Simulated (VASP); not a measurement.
# CdS (I4/mmm) in VASP: a series of runs

Runs on CdS. Level: PBE. Tasks: single point.

Program: VASP 6.6.1. These are calculated values, not measurements. Logs are shortened: lines on timing, memory, paths and dates and some standing lists are left out, and cuts for length are marked.

## Step 1: The cell of the first run

It takes space group I4/mmm (No. 139, tetragonal). Conventional cell: a = 3.991 Å, b = 3.991 Å, c = 5.231 Å, α = 90.00°, β = 90.00°, γ = 90.00°. Within 3.5 Å of Cd (site symmetry 4/mmm) lie 6 S at 2.62 to 2.82 Å. S (site symmetry 4/mmm) has 6 Cd at 2.62 to 2.82 Å within 3.5 Å.

## Step 2: Single point, PBE (strain +0.025 along x and y, -0.050 along z)

The input, INCAR:

```
SYSTEM = CdS
PREC     = Accurate       ! precision mode
ENCUT    = 520            ! plane-wave cutoff, eV
EDIFF    = 1E-7           ! SCF threshold, eV
ISMEAR   = 0              ! smearing method
SIGMA    = 0.03           ! smearing width, eV
LREAL    = .FALSE.        ! projectors in reciprocal space
LASPH    = .TRUE.         ! aspherical terms in the spheres
NELM     = 60             ! most SCF steps
ALGO     = Normal         ! electronic algorithm
ISIF     = 2              ! what is computed and relaxed
LWAVE    = .FALSE.        ! write WAVECAR
LCHARG   = .FALSE.        ! write CHGCAR
GGA      = PE             ! functional
NBANDS   = 16             ! bands
```

The input, KPOINTS:

```
Automatic mesh
0
G
  10 10 10
  0 0 0
```

The input, POSCAR:

```
CdS
1.0
    0.0000000000      2.8220751000      2.6155818000
    2.8220751000      0.0000000000      2.6155818000
    2.8220751000      2.8220751000      0.0000000000
Cd S
1 1
Direct
    0.0000000000      0.0000000000      0.0000000000
    0.5000000000      0.5000000000      0.5000000000
```

Potentials or basis: VASP PAW PBE potentials, release 64 (Cd, S).

Run with:

```console
cat potpaw_PBE.64/Cd/POTCAR potpaw_PBE.64/S/POTCAR > POTCAR
mpirun -np 1 vasp_std > vasp.out
```

OUTCAR:

```text
SYSTEM = CdS
   PREC = Accurate
   ENCUT = 520
   EDIFF = 1E-7
   ISMEAR = 0
   LREAL = .FALSE.
   LASPH = .TRUE.
   NELM = 60
   ISIF = 2
   GGA = PE

 ion  position               nearest neighbor table
   1  0.000  0.000  0.000-   2 2.62   2 2.62   2 2.82   2 2.82   2 2.82   2 2.82
   2  0.500  0.500  0.500-   1 2.62   1 2.62   1 2.82   1 2.82   1 2.82   1 2.82

  LATTYP: Found a body centered tetragonal cell.
 ALAT       =     3.9910168805
 C/A-ratio  =     1.3107345212

  Lattice vectors:

 A1 = (   0.0000000000,  -2.8220751000,  -2.6155818000)
 A2 = (   0.0000000000,   2.8220751000,  -2.6155818000)
 A3 = (   2.8220751000,   0.0000000000,   2.6155818000)

Analysis of symmetry for initial positions (statically):
=====================================================================
 Subroutine PRICEL returns:
 Original cell was already a primitive cell.

 Routine SETGRP: Setting up the symmetry group for a
 body centered tetragonal supercell.

 Subroutine GETGRP returns: Found 16 space group operations
 (whereof 16 operations were pure point group operations)
 out of a pool of 16 trial point group operations.

The static configuration has the point symmetry D_4h.

Analysis of symmetry for dynamics (positions and initial velocities):
=====================================================================
 Subroutine PRICEL returns:
 Original cell was already a primitive cell.

 Routine SETGRP: Setting up the symmetry group for a
 body centered tetragonal supercell.

 Subroutine GETGRP returns: Found 16 space group operations
 (whereof 16 operations were pure point group operations)
 out of a pool of 16 trial point group operations.

The dynamic configuration has the point symmetry D_4h.

 Subroutine INISYM returns: Found 16 space group operations
 (whereof 16 operations are pure point group operations),
 and found     1 'primitive' translations

----------------------------------------------------------------------------------------

                                     Primitive cell

  volume of cell :      41.6616

  direct lattice vectors                    reciprocal lattice vectors
     0.000000000  2.822075100  2.615581800    -0.177174590  0.177174590  0.191162058
     2.822075100  0.000000000  2.615581800     0.177174590 -0.177174590  0.191162058
     2.822075100  2.822075100  0.000000000     0.177174590  0.177174590 -0.191162058

  length of vectors
     3.847775464  3.847775464  3.991016880     0.315158061  0.315158061  0.315158061

  position of ions in fractional coordinates (direct lattice)
     0.000000000  0.000000000  0.000000000
     0.500000000  0.500000000  0.500000000

  ion indices of the primitive-cell ions
   primitive index   ion index
                 1           1
                 2           2

----------------------------------------------------------------------------------------

 KPOINTS: Automatic mesh

Automatic generation of k-mesh.
 Grid dimensions read from file:
 generate k-points for:   10   10   10

 Generating k-lattice:

  Cartesian coordinates                     Fractional coordinates (reciprocal lattice)
    -0.017717459  0.017717459  0.019116206     0.100000000  0.000000000  0.000000000
     0.017717459 -0.017717459  0.019116206     0.000000000  0.100000000  0.000000000
     0.017717459  0.017717459 -0.019116206    -0.000000000 -0.000000000  0.100000000

  Length of vectors
     0.031515806  0.031515806  0.031515806

  Shift w.r.t. Gamma in fractional coordinates (k-lattice)
     0.000000000  0.000000000  0.000000000

 Subroutine IBZKPT returns following result:
 ===========================================

 Found    102 irreducible k-points:

 Following reciprocal coordinates:
            Coordinates               Weight
  0.000000  0.000000  0.000000      1.000000
  0.100000  0.000000  0.000000      8.000000
  0.200000  0.000000  0.000000      8.000000
  0.300000 -0.000000  0.000000      8.000000
  0.400000 -0.000000  0.000000      8.000000
  0.500000 -0.000000  0.000000      4.000000
[... 16 lines left out ...]
  0.300000  0.300000  0.000000      2.000000
  0.400000  0.300000  0.000000      8.000000
 [... further k-points ...]
   k-points           NKPTS =    102   k-points in BZ     NKDIM =    102   number of bands    NBANDS=     16
   number of dos      NEDOS =    301   number of ions     NIONS =      2
   total plane-waves  NPLWV =  27000
   dimension x,y,z NGX =    30 NGY =   30 NGZ =   30
   dimension x,y,z NGXF=    60 NGYF=   60 NGZF=   60
   ions per type =               1   1
   NGX,Y,Z   is equivalent  to a cutoff of  12.96, 12.96, 12.50 a.u.
   NGXF,Y,Z  is equivalent  to a cutoff of  25.92, 25.92, 24.99 a.u.
 SYSTEM =  CdS
   PREC   = accura    normal or accurate (medium, high low for compatibility)
   ISTART =      0    job   : 0-new  1-cont  2-samecut
   ICHARG =      2    charge: 1-file 2-atom 10-const
   ISPIN  =      1    spin polarized calculation?
   LNONCOLLINEAR =      F non collinear calculations
   LSORBIT =      F    spin-orbit coupling
   LASPH  =      T    aspherical Exc in radial PAW
   ENCUT  =  520.0 eV  38.22 Ry    6.18 a.u.   7.15  7.15  7.42*2*pi/ulx,y,z
   NELM   =     60;   NELMIN=  2; NELMDL= -5     # of ELM steps
   EDIFF  = 0.1E-06   stopping-criterion for ELM
   LREAL  =      F    real-space projection
   EDIFFG = 0.1E-05   stopping-criterion for IOM
   NSW    =      0    number of steps for IOM
   IBRION =     -1    ionic relax: 0-MD 1-quasi-New 2-CG
   NFREE  =      0    steps in history (QN), initial steepest desc. (CG)
   ISIF   =      2    stress and relaxation
   ISYM   =      2    0-nonsym 1-usesym 2-fastsym
   POTIM  = 0.5000    time-step for ionic-motion
   TEBEG  =    0.0;   TEEND  =   0.0 temperature during run
   PSTRESS=    0.0 pullay stress
   NELECT =      18.0000    total number of electrons
   NUPDOWN=      -1.0000    fix difference up-down
   EMIN   =  10.00;   EMAX   =-10.00  energy-range for DOS
   EFERMI =   0.00;   METHOD = LEGACY
   ISMEAR =     0;   SIGMA  =   0.03  broadening in eV -4-tet -1-fermi 0-gaus
   EFERMI_NEDOS =   21; number of points for ismear=-14 and -15
   IALGO  =     38    algorithm
   IMIX   =      4    mixing-type and parameters
     AMIX     =   0.40;   BMIX     =  1.00
     AMIX_MAG =   1.60;   BMIX_MAG =  1.00
  volume/ion in A,a.u.               =      20.83       140.57
  Fermi-wavevector in a.u.,A,eV,Ry     =   1.237620  2.338762 20.840075  1.531702
  Thomas-Fermi vector in A             =   2.372179
   LORBIT       =      0    0 simple, 1 ext, 2 COOP (PROOUT), +10 PAW based schemes
   GGA     = PE    functional components
   LHFCALC =     F    Hartree Fock is set to
   AEXX    =    0.0000 exact exchange contribution
   IVDW    =     0    specifies the selected vdW correction
   LEPSILON=     F    determine dielectric tensor
   LRPA    =     F    only Hartree local field effects (RPA)
 non-spin polarized calculation
 Gauss-broadening in eV      SIGMA  =   0.03
  energy-cutoff  :      520.00
  volume of cell :       41.66
 maximum number of plane-waves:      1140
 NGX is ok and might be reduce to    30
   NGX = 15   NGY = 15   NGZ = 15

 number of electron      18.0000003 magnetization

 Free energy of the ion-electron system (eV)
  ---------------------------------------------------
  ext. energy  EPLUGINS =         0.00000000
  ---------------------------------------------------
  free energy    TOTEN  =        -5.83936025 eV

  energy without entropy =       -5.83930631  energy(sigma->0) =       -5.83933328

 E-fermi :   2.9058     XC(G=0): -10.3040

 val. band max:        2.8914499016   @ k =   0.5000  -0.0000   0.0000
 cond. band min:       3.1381284735   @ k =   0.5000   0.0000   0.5000
 fundamental gap:      0.2466785719
 Fermi energy:         2.9057591929

 k-point     1 :       0.0000    0.0000    0.0000
  band No.  band energies     occupation
      1      -9.9855      2.00000
      2      -4.8947      2.00000
      3      -4.8947      2.00000
      4      -4.8619      2.00000
      5      -4.8540      2.00000
      6      -4.7987      2.00000
[... 8 lines left out ...]
     15      13.4102      0.00000
     16      14.1247      0.00000

 k-point     2 :       0.1000    0.0000    0.0000
  band No.  band energies     occupation
      1      -9.9008      2.00000
      2      -4.9005      2.00000
      3      -4.8971      2.00000
      4      -4.8911      2.00000
      5      -4.8550      2.00000
      6      -4.7944      2.00000
[... 8 lines left out ...]
     15      13.0741      0.00000
     16      14.4371      0.00000

 k-point     3 :       0.2000    0.0000    0.0000
  band No.  band energies     occupation
      1      -9.6632      2.00000
      2      -4.9910      2.00000
      3      -4.9557      2.00000
      4      -4.9119      2.00000
      5      -4.8035      2.00000
      6      -4.7700      2.00000
[... 8 lines left out ...]
     15      13.1860      0.00000
     16      13.9696      0.00000

 k-point     4 :       0.3000   -0.0000    0.0000
  band No.  band energies     occupation
      1      -9.3287      2.00000
      2      -5.1095      2.00000
      3      -5.0332      2.00000
      4      -4.9665      2.00000
      5      -4.7310      2.00000
      6      -4.7287      2.00000
[... 8 lines left out ...]
     15      14.1317      0.00000
     16      14.1959      0.00000
[... 324 lines left out ...]
 k-point    22 :      -0.2000    0.2000    0.0000
  band No.  band energies     occupation
      1      -9.3639      2.00000
      2      -5.0079      2.00000
      3      -4.9458      2.00000
      4      -4.8994      2.00000
      5      -4.7883      2.00000
      6      -4.6380      2.00000
[... 8 lines left out ...]
     15      15.8546      0.00000
     16      16.9557      0.00000

 k-point    23 :       0.3000    0.3000    0.0000
  band No.  band energies     occupation
      1      -9.1793      2.00000
      2      -5.0615      2.00000
      3      -4.9146      2.00000
      4      -4.7621      2.00000
      5      -4.7422      2.00000
      6      -4.7422      2.00000
[... 8 lines left out ...]
     15      15.5380      0.00000
     16      18.2932      0.00000

 k-point    24 :       0.4000    0.3000    0.0000
  band No.  band energies     occupation
      1      -9.0724      2.00000
      2      -4.9340      2.00000
      3      -4.8276      2.00000
      4      -4.7993      2.00000
      5      -4.6707      2.00000
      6      -4.6641      2.00000
[... 8 lines left out ...]
     15      16.3465      0.00000
     16      18.1467      0.00000

 [... further k-points ...]
[... 5 lines left out ...]
  --------------------------------------------------------------------------------------
  -------------------------------------------------------------------------------------
  Total       -0.2853878     -0.2853878      1.2818966      0.0000000      0.0000000      0.0000000
  in kB      -10.9751511    -10.9751511     49.2978684      0.0000000      0.0000000      0.0000000
  external PRESSURE =       9.1158554 kB  Pullay stress =       0.0000000 kB

 VOLUME and BASIS-vectors are now :
 -----------------------------------------------------------------------------
  energy-cutoff  :      520.00
  volume of cell :       41.66
      direct lattice vectors                 reciprocal lattice vectors
     0.000000000  2.822075100  2.615581800    -0.177174590  0.177174590  0.191162058
     2.822075100  0.000000000  2.615581800     0.177174590 -0.177174590  0.191162058
     2.822075100  2.822075100  0.000000000     0.177174590  0.177174590 -0.191162058

 POSITION                                       TOTAL-FORCE (eV/Angst)
 -----------------------------------------------------------------------------------
      0.00000      0.00000      0.00000         0.000000     -0.000000      0.000000
      2.82208      2.82208      2.61558        -0.000000      0.000000     -0.000000
 -----------------------------------------------------------------------------------
    total drift:                               -0.000000      0.000000      0.000000

  FREE ENERGIE OF THE ION-ELECTRON SYSTEM (eV)
  ---------------------------------------------------
  free  energy   TOTEN  =        -5.8393602479 eV

  energy  without entropy=       -5.8393063092  energy(sigma->0) =       -5.83933328
```

Wall time 65 s (1 thread of Intel Xeon Platinum 8488C (Sapphire Rapids), shared host); peak memory 0.2 GiB.

Results:

* Free energy: -5.8394 eV
* Pressure: 0.9 GPa
* Band gap on the k mesh: zero (band 9 reaches 2.89 eV, above the bottom of band 10 at 2.83 eV)

Stress tensor (GPa, compression positive):
```
-1.10  0.00  0.00
 0.00 -1.10  0.00
 0.00  0.00  4.93
```

Levels at points of the mesh, in eV from the Fermi level:
```csv
k point,band 7,band 8,band 9,band 10,band 11,band 12
"(0.00, 0.00, 0.00)",-1.21,-0.74,-0.74,0.72,8.97,8.97
"(0.50, 0.00, 0.00)",-4.93,-0.34,-0.01,3.31,5.40,6.23
"(0.50, 0.50, 0.00)",-4.32,-2.39,-2.39,-0.08,5.63,10.03
"(0.50, 0.00, 0.50)",-4.29,-2.51,-1.82,0.23,6.08,9.32
```

Caveat: the cell differs from its parent crystal (strain +0.025 along x and y, -0.050 along z).

(Part 1 of 2 ends here.)
